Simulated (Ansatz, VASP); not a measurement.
**One calculation of HfO2, two programs**

```
CELL_PARAMETERS angstrom
5.34940 0.00000 0.00000
0.00000 5.12903 0.00000
0.00000 0.00000 5.15853
ATOMIC_POSITIONS crystal
Hf 0.03251 0.26702 0.24109
Hf 0.46749 0.26702 0.74109
Hf 0.53251 0.73298 0.24109
Hf 0.96749 0.73298 0.74109
O 0.36703 0.07001 0.38077
O 0.13297 0.07001 0.88077
O 0.73217 0.46109 0.49114
O 0.76783 0.46109 0.99114
O 0.26783 0.53891 0.99114
O 0.23217 0.53891 0.49114
O 0.86703 0.92999 0.38077
O 0.63297 0.92999 0.88077
```

Alike in both runs: task single point; functional r2SCAN; k mesh 4 × 4 × 4; no spin polarisation.

|  | VASP | Ansatz |
| --- | --- | --- |
| version | VASP 6.6.1 | Ansatz 0.2.0 |
| potentials or method | VASP PAW PBE potentials, release 64 (Hf_pv, O) | plane waves, PAW |
| plane-wave cutoff (eV) | 520 | 500 |
| occupations | gaussian, width 0.01 eV | fixed |
| valence electrons in the cell | 88 | 152 |

Ansatz gave:

- gap on the k mesh at the Fermi level (eV): 4.76
- pressure (GPa): -13.6
- traceless stress, the component that is largest in VASP (GPa): -0.62
- rms of the force components (eV/Å): 0.107

Q: Which values does VASP return?

A: gap on the k mesh at the Fermi level (eV): 4.71; pressure (GPa): -16.7; traceless stress, the component that is largest in VASP (GPa): -0.70; rms of the force components (eV/Å): 0.133.

VASP's potentials were made for PBE, not for r2SCAN. Atom by atom the forces differ by 0.028 eV/Å (rms over components). VASP's potentials hold 88 valence electrons a cell and Ansatz's 152, so a difference there can come from the potentials and not from the codes.

Spin-orbit coupling is off throughout.
